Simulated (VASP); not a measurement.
Wanted: the native input for a VASP 6.6.1 run.

```yaml
Task: single point
Functional: HSE06
Potentials_or_basis: VASP PAW PBE potentials, release 64 (Be, S)
Cutoff: 520 eV
k_mesh: 6 × 6 × 6
Occupations: gaussian, width 0.01 eV
Spin: no spin polarisation
Dipole_correction: no
Grid_for_exact_exchange_PRECFOCK: Normal
Further_INCAR_settings: ALGO = Normal; EDIFF = 1e-07; NBANDS = 11
Share_of_exact_exchange: 0.25
Screening_parameter: 0.2079 1/Å
```

Crystal: BeS.

```xyz
2
Lattice="0.0000 2.5560 2.5560 2.5560 0.0000 2.5560 2.5560 2.5560 0.0000" Properties=species:S:1:pos:R:3 pbc="T T T"
Be    0.0000    0.0000    0.0000
S     1.2780    1.2780    1.2780
```

This cell differs from its parent crystal: strain +5.0%.

One way to write it, as run:

POSCAR

```
BeS
1.0
    0.0000000000      2.5560215396      2.5560215396
    2.5560215396      0.0000000000      2.5560215396
    2.5560215396      2.5560215396      0.0000000000
Be S
1 1
Direct
    0.0000000000      0.0000000000      0.0000000000
    0.2500000000      0.2500000000      0.2500000000
```

INCAR.step1

```
PREC = Accurate
ENCUT = 520
EDIFF = 1E-5
ISMEAR = 0
SIGMA = 0.01
LREAL = False
LASPH = True
NELM = 60
ALGO = Normal
ISIF = 2
LWAVE = True
LCHARG = False
NBANDS = 11
GGA = PE
```

INCAR.step2

```
PREC = Accurate
ENCUT = 520
EDIFF = 1E-7
ISMEAR = 0
SIGMA = 0.01
LREAL = False
LASPH = True
NELM = 60
ALGO = Normal
ISIF = 2
LWAVE = False
LCHARG = False
GGA = PE
LHFCALC = True
HFSCREEN = 0.2079
PRECFOCK = Normal
NBANDS = 11
ISTART = 1
```

KPOINTS

```
regular mesh
0
Gamma
  6 6 6
```

Potentials or basis: VASP PAW PBE potentials, release 64 (Be, S).

The run is started by

```bash
$ cat potpaw_PBE.64/Be/POTCAR potpaw_PBE.64/S/POTCAR > POTCAR
$ cp INCAR.step1 INCAR
$ mpirun -np 1 vasp_std > vasp.out
$ cp INCAR.step2 INCAR
$ mpirun -np 1 vasp_std > vasp.out
```

It gave:

- Pressure: -11.6 GPa
- Band gap on the k mesh: 4.35 eV (least direct gap 5.74 eV)

Caveat: the cell differs from its parent crystal (strain +5.0%); the cell stands under tension; the PAW data sets were made with another functional, which shifts forces and pressure a little.

Run time: 6.9 min on 1 thread of Intel(R) Xeon(R) 6975P-C (Granite Rapids) (shared host), peak memory 0.26 GiB.
